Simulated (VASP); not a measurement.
# Si2W (I4/mmm) in VASP: further runs, part 2 of 3

VASP 6.6.1.

### 3 Single point, LDA

This run uses another cell than the first one, of the same volume but with other edges.

Contents of INCAR:

```
PREC = Accurate
ENCUT = 520
EDIFF = 1E-6
ISMEAR = 0
SIGMA = 0.15
LREAL = F
LASPH = T
NELM = 60
ALGO = Normal
ISIF = 2
LWAVE = F
LCHARG = F
GGA = CA
NBANDS = 18
```

Contents of KPOINTS:

```
Automatic mesh
0
Gamma
  18 18 18
```

Contents of POSCAR:

```
Si2W
1.0
   -1.6165447397      1.6165447397      3.7731770770
    1.6165447397     -1.6165447397      3.7731770770
    1.6165447397      1.6165447397     -3.7731770770
Si W
2 1
Direct
    0.3561119391      0.3561119391      0.0000000000
    0.6438880609      0.6438880609      0.0000000000
    0.0000000000      0.0000000000      0.0000000000
```

Potentials or basis: VASP PAW LDA potentials, release 64 (Si, W_sv).

Run with:

```sh
cat potpaw_LDA.64/Si/POTCAR potpaw_LDA.64/W_sv/POTCAR > POTCAR
mpirun -np 1 vasp_std > vasp.out
```

OUTCAR:

```text
PREC = Accurate
   ENCUT = 520
   EDIFF = 1E-6
   ISMEAR = 0
   LREAL = F
   LASPH = T
   NELM = 60
   ISIF = 2
   GGA = CA

 ion  position               nearest neighbor table
   1  0.356  0.356  0.000-   2 2.17   3 2.53   3 2.53   3 2.53   3 2.53   3 2.69   2 2.79   2 2.79
                             2 2.79   2 2.79
   2  0.644  0.644  0.000-   1 2.17   3 2.53   3 2.53   3 2.53   3 2.53   3 2.69   1 2.79   1 2.79
                             1 2.79   1 2.79
   3  0.000  0.000  0.000-   2 2.53   1 2.53   2 2.53   1 2.53   2 2.53   1 2.53   1 2.53   2 2.53
                             1 2.69   2 2.69

  LATTYP: Found a body centered tetragonal cell.
 ALAT       =     3.2330894794
 C/A-ratio  =     2.3341000000

  Lattice vectors:

 A1 = (  -1.6165447397,   1.6165447397,   3.7731770770)
 A2 = (   1.6165447397,  -1.6165447397,   3.7731770770)
 A3 = (   1.6165447397,   1.6165447397,  -3.7731770770)

Analysis of symmetry for initial positions (statically):
=====================================================================
 Subroutine PRICEL returns:
 Original cell was already a primitive cell.

 Routine SETGRP: Setting up the symmetry group for a
 body centered tetragonal supercell.

 Subroutine GETGRP returns: Found 16 space group operations
 (whereof 16 operations were pure point group operations)
 out of a pool of 16 trial point group operations.

The static configuration has the point symmetry D_4h.

Analysis of symmetry for dynamics (positions and initial velocities):
=====================================================================
 Subroutine PRICEL returns:
 Original cell was already a primitive cell.

 Routine SETGRP: Setting up the symmetry group for a
 body centered tetragonal supercell.

 Subroutine GETGRP returns: Found 16 space group operations
 (whereof 16 operations were pure point group operations)
 out of a pool of 16 trial point group operations.

The dynamic configuration has the point symmetry D_4h.

[... 113 lines left out ...]
   EMIN   =  10.00;   EMAX   =-10.00  energy-range for DOS
   EFERMI =   0.00;   METHOD = LEGACY
   ISMEAR =     0;   SIGMA  =   0.15  broadening in eV -4-tet -1-fermi 0-gaus
   EFERMI_NEDOS =   21; number of points for ismear=-14 and -15
   IALGO  =     38    algorithm
   IMIX   =      4    mixing-type and parameters
     AMIX     =   0.40;   BMIX     =  1.00
     AMIX_MAG =   1.60;   BMIX_MAG =  1.00
  volume/ion in A,a.u.               =      13.15        88.72
  Fermi-wavevector in a.u.,A,eV,Ry     =   1.347622  2.546637 24.709347  1.816086
  Thomas-Fermi vector in A             =   2.475358
   LORBIT       =      0    0 simple, 1 ext, 2 COOP (PROOUT), +10 PAW based schemes
   GGA     = CA    functional components
   LHFCALC =     F    Hartree Fock is set to
   AEXX    =    0.0000 exact exchange contribution
   IVDW    =     0    specifies the selected vdW correction
   LEPSILON=     F    determine dielectric tensor
   LRPA    =     F    only Hartree local field effects (RPA)
 non-spin polarized calculation
 Gauss-broadening in eV      SIGMA  =   0.15
  energy-cutoff  :      520.00
  volume of cell :       39.44
 maximum number of plane-waves:      1080
 NGX is ok and might be reduce to    36

 number of electron      21.9999999 magnetization

 Free energy of the ion-electron system (eV)
  ---------------------------------------------------
  ext. energy  EPLUGINS =         0.00000000
  ---------------------------------------------------
  free energy    TOTEN  =       -26.50876623 eV

  energy without entropy =      -26.50526289  energy(sigma->0) =      -26.50701456

 E-fermi :  11.9496     XC(G=0): -12.7238

 val. band max:       11.9432527931   @ k =  -0.3333   0.3333   0.3333
 cond. band min:      11.9586266182   @ k =  -0.2222  -0.2222   0.2222
 fundamental gap:      0.0153738251
 Fermi energy:        11.9496004427

 k-point     1 :       0.0000    0.0000    0.0000
  band No.  band energies     occupation
      1     -61.2155      2.00000
      2     -25.8717      2.00000
      3     -25.8717      2.00000
      4     -25.5877      2.00000
      5      -2.0724      2.00000
      6       4.9579      2.00000
[... 481 lines left out ...]
      5      -1.1335      2.00000
      6       5.1569      2.00000
[... 10 lines left out ...]
     17      18.6722      0.00000
     18      21.0605      0.00000

 [... further k-points ...]
[... 5 lines left out ...]
  --------------------------------------------------------------------------------------
  -------------------------------------------------------------------------------------
  Total        0.2540386      0.2540386      8.2054017      0.0000000     -0.0000000     -0.0000000
  in kB       10.3197135     10.3197135    333.3249283      0.0000000     -0.0000000     -0.0000000
  external PRESSURE =     117.9881185 kB  Pullay stress =       0.0000000 kB

 VOLUME and BASIS-vectors are now :
 -----------------------------------------------------------------------------
  energy-cutoff  :      520.00
  volume of cell :       39.44
      direct lattice vectors                 reciprocal lattice vectors
    -1.616544740  1.616544740  3.773177077     0.000000000  0.309301678  0.132514321
     1.616544740 -1.616544740  3.773177077     0.309301678  0.000000000  0.132514321
     1.616544740  1.616544740 -3.773177077     0.309301678  0.309301678  0.000000000

 POSITION                                       TOTAL-FORCE (eV/Angst)
 -----------------------------------------------------------------------------------
      0.00000      0.00000      2.68735        -0.000000     -0.000000     -5.280831
      0.00000      0.00000      4.85901         0.000000      0.000000      5.280831
      0.00000      0.00000      0.00000        -0.000000     -0.000000     -0.000000
 -----------------------------------------------------------------------------------
    total drift:                               -0.000000     -0.000000      0.000000

  FREE ENERGIE OF THE ION-ELECTRON SYSTEM (eV)
  ---------------------------------------------------
  free  energy   TOTEN  =       -26.5087662256 eV

  energy  without entropy=      -26.5052628913  energy(sigma->0) =      -26.50701456
```

OSZICAR:

```text
N       E                     dE             d eps       ncg     rms          rms(c)
DAV:   1     0.132512286080E+03    0.13251E+03   -0.10895E+04 17280   0.124E+03
DAV:   2    -0.227895345121E+02   -0.15530E+03   -0.15158E+03 20052   0.325E+02
DAV:   3    -0.274109909630E+02   -0.46215E+01   -0.45698E+01 21172   0.508E+01
DAV:   4    -0.274522306845E+02   -0.41240E-01   -0.41145E-01 20530   0.511E+00
DAV:   5    -0.274526903605E+02   -0.45968E-03   -0.45965E-03 20774   0.565E-01    0.282E+01
DAV:   6    -0.266304008863E+02    0.82229E+00   -0.32424E+00 19176   0.128E+01    0.101E+01
DAV:   7    -0.265319086828E+02    0.98492E-01   -0.19385E-01 18846   0.273E+00    0.496E+00
DAV:   8    -0.265094330634E+02    0.22476E-01   -0.36730E-02 20632   0.140E+00    0.309E-01
DAV:   9    -0.265088879239E+02    0.54514E-03   -0.13891E-03 19720   0.282E-01    0.185E-01
DAV:  10    -0.265087694561E+02    0.11847E-03   -0.24530E-04 20592   0.119E-01    0.525E-02
DAV:  11    -0.265087664462E+02    0.30099E-05   -0.32688E-05 19420   0.339E-02    0.164E-02
DAV:  12    -0.265087662256E+02    0.22063E-06   -0.12625E-06 13910   0.801E-03
   1 F= -.26508766E+02 E0= -.26507015E+02  d E =-.350333E-02
```

Run time: 5.1 min. Hardware: 1 thread of Intel Xeon Platinum 8259CL at 2.50GHz (Skylake/Cascade Lake), shared host; peak memory 0.42 GiB.

What came out:

| Item | Value |
| --- | --- |
| Free energy | -26.5088 eV |
| Pressure | 11.8 GPa |
| Largest force | 5.281 eV/Å |
| Band gap on the k mesh | zero (bands 11 and 12 overlap by 0.39 eV) |

Forces in eV/Å, atoms in the order of the input:
```
Si   0.000  0.000 -5.281
Si   0.000  0.000  5.281
W    0.000  0.000  0.000
```

Caveat: the cell stands under pressure; spin-orbit coupling is left out, which moves the levels of the heavy elements; forces of over 1 eV/Å act on the atoms, so gaps and moduli don't describe the material at rest.

### 4 Single point, LDA

Contents of INCAR:

```
SYSTEM = Si2W
PREC     = Accurate       ! precision mode
ENCUT    = 520            ! plane-wave cutoff, eV
EDIFF    = 1E-6           ! SCF threshold, eV
ISMEAR   = 0              ! smearing method
SIGMA    = 0.15           ! smearing width, eV
LREAL    = .False.        ! projectors in reciprocal space
LASPH    = .True.         ! aspherical terms in the spheres
NELM     = 60             ! most SCF steps
ALGO     = Normal         ! electronic algorithm
ISIF     = 2              ! what is computed and relaxed
LWAVE    = .False.        ! write WAVECAR
LCHARG   = .True.         ! write CHGCAR
GGA      = CA             ! functional
LELF     = .True.         ! ELF
LVHAR    = .True.       
NBANDS   = 18             ! bands
```

Contents of KPOINTS:

```
Automatic mesh
0
Gamma
  18 18 18
  0 0 0
```

Contents of POSCAR:

```
Si2W
1.0
   -1.6417347651      1.6417347651      3.6582775770
    1.6417347651     -1.6417347651      3.6582775770
    1.6417347651      1.6417347651     -3.6582775770
Si W
2 1
Direct
    0.3668292265      0.3668292265      0.0000000000
    0.6331707735      0.6331707735      0.0000000000
    0.0000000000      0.0000000000      0.0000000000
```

Potentials or basis: VASP PAW LDA potentials, release 64 (Si, W_sv).

Run with:

```sh
cat potpaw_LDA.64/Si/POTCAR potpaw_LDA.64/W_sv/POTCAR > POTCAR
mpirun -np 1 vasp_std > vasp.out
```

OUTCAR:

```text
SYSTEM = Si2W
   PREC = Accurate
   ENCUT = 520
   EDIFF = 1E-6
   ISMEAR = 0
   LREAL = .False.
   LASPH = .True.
   NELM = 60
   ISIF = 2
   GGA = CA

 ion  position               nearest neighbor table
   1  0.367  0.367  0.000-   2 1.95   3 2.52   3 2.52   3 2.52   3 2.52   3 2.68   2 2.88   2 2.88
                             2 2.88   2 2.88
   2  0.633  0.633  0.000-   1 1.95   3 2.52   3 2.52   3 2.52   3 2.52   3 2.68   1 2.88   1 2.88
                             1 2.88   1 2.88
   3  0.000  0.000  0.000-   2 2.52   2 2.52   2 2.52   1 2.52   2 2.52   1 2.52   1 2.52   1 2.52
                             1 2.68   2 2.68

  LATTYP: Found a body centered tetragonal cell.
 ALAT       =     3.2834695302
 C/A-ratio  =     2.2283000000

  Lattice vectors:

 A1 = (  -1.6417347651,   1.6417347651,   3.6582775770)
 A2 = (   1.6417347651,  -1.6417347651,   3.6582775770)
 A3 = (   1.6417347651,   1.6417347651,  -3.6582775770)

Analysis of symmetry for initial positions (statically):
=====================================================================
 Subroutine PRICEL returns:
 Original cell was already a primitive cell.

 Routine SETGRP: Setting up the symmetry group for a
[... 166 lines left out ...]
  free energy    TOTEN  =       -24.86772656 eV

  energy without entropy =      -24.85275259  energy(sigma->0) =      -24.86023958

 E-fermi :  11.8717     XC(G=0): -12.6888

 val. band max:       11.8699522485   @ k =  -0.3333   0.3889   0.3333
 cond. band min:      11.8753798257   @ k =  -0.3889   0.4444   0.3333
 fundamental gap:      0.0054275772
 Fermi energy:        11.8716597446

 k-point     1 :       0.0000    0.0000    0.0000
  band No.  band energies     occupation
      1     -61.3583      2.00000
      2     -26.0842      2.00000
      3     -26.0842      2.00000
      4     -25.6240      2.00000
      5      -2.3548      2.00000
      6       5.0547      2.00000
[... 481 lines left out ...]
      5      -1.4497      2.00000
      6       5.1885      2.00000
[... 10 lines left out ...]
     17      18.8304      0.00000
     18      21.0643      0.00000

 [... further k-points ...]
[... 5 lines left out ...]
  --------------------------------------------------------------------------------------
  -------------------------------------------------------------------------------------
  Total        0.4862223      0.4862223     17.9001193      0.0000000     -0.0000000      0.0000000
  in kB       19.7516262     19.7516262    727.1497718      0.0000000     -0.0000000      0.0000000
  external PRESSURE =     255.5510081 kB  Pullay stress =       0.0000000 kB

 VOLUME and BASIS-vectors are now :
 -----------------------------------------------------------------------------
  energy-cutoff  :      520.00
  volume of cell :       39.44
      direct lattice vectors                 reciprocal lattice vectors
    -1.641734765  1.641734765  3.658277577     0.000000000  0.304555895  0.136676343
     1.641734765 -1.641734765  3.658277577     0.304555895  0.000000000  0.136676343
     1.641734765  1.641734765 -3.658277577     0.304555895  0.304555895  0.000000000

 POSITION                                       TOTAL-FORCE (eV/Angst)
 -----------------------------------------------------------------------------------
      0.00000      0.00000      2.68393         0.000000      0.000000    -10.810278
      0.00000      0.00000      4.63263         0.000000      0.000000     10.810278
      0.00000      0.00000      0.00000        -0.000000     -0.000000     -0.000000
 -----------------------------------------------------------------------------------
    total drift:                               -0.000000      0.000000      0.000000

  FREE ENERGIE OF THE ION-ELECTRON SYSTEM (eV)
  ---------------------------------------------------
  free  energy   TOTEN  =       -24.8677265618 eV

  energy  without entropy=      -24.8527525910  energy(sigma->0) =      -24.86023958
```

Run time: 3.4 min. Hardware: 1 thread of Intel Xeon Platinum 8259CL at 2.50GHz (Skylake/Cascade Lake), shared host; peak memory 0.41 GiB.

What came out:

| Quantity | Value |
| --- | --- |
| Free energy | -24.8677 eV |
| Pressure | 25.6 GPa |
| Largest force | 10.810 eV/Å |
| Band gap on the k mesh | zero (bands 11 and 12 overlap by 0.76 eV) |

Forces on the atoms (eV/Å):
```
Si    0.000   0.000 -10.810
Si    0.000   0.000  10.810
W     0.000   0.000   0.000
```

Caveat: the cell stands under pressure; spin-orbit coupling is left out, which moves the levels of the heavy elements; forces of over 1 eV/Å act on the atoms, so gaps and moduli don't describe the material at rest.

[end of part 2 of 3]
